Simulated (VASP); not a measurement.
A run of VASP 6.6.1 is set up as follows.

Contents of INCAR:

```
SYSTEM = Ca
PREC = Accurate
ENCUT = 520
EDIFF = 1E-6
ISMEAR = 0
SIGMA = 0.15
LREAL = .False.
LASPH = .True.
NELM = 60
ALGO = Normal
ISIF = 2
LWAVE = .False.
LCHARG = .False.
GGA = PS
NBANDS = 11
```

File KPOINTS:

```
Automatic mesh
0
Gamma
  14 14 14
  0 0 0
```

The input POSCAR:

```
Ca
1.0
    0.0000000000      2.7942000000      2.7103740000
    2.7942000000      0.0000000000      2.7103740000
    2.7942000000      2.7942000000      0.0000000000
Ca
1
Direct
    0.0000000000      0.0000000000      0.0000000000
```

Potentials or basis: VASP PAW PBE potentials, release 64 (Ca_sv).

Run with:

```console
$ cat potpaw_PBE.64/Ca_sv/POTCAR > POTCAR
$ mpirun -np 1 vasp_std > vasp.out
```

Question: What does it give for the pressure?

Answer: -0.7 GPa.

Question: Estimate the band gap on the k mesh.

Answer: Zero (band 5 reaches 2.04 eV, above the bottom of band 6 at 1.72 eV).

Stress tensor (GPa, compression positive):
```
-0.78  0.00  0.00
 0.00 -0.78  0.00
 0.00  0.00 -0.58
```

Caveat: the cell differs from its parent crystal (strain +0.000 along x and y, -0.030 along z); the PAW data sets were made with another functional, which shifts forces and pressure a little.
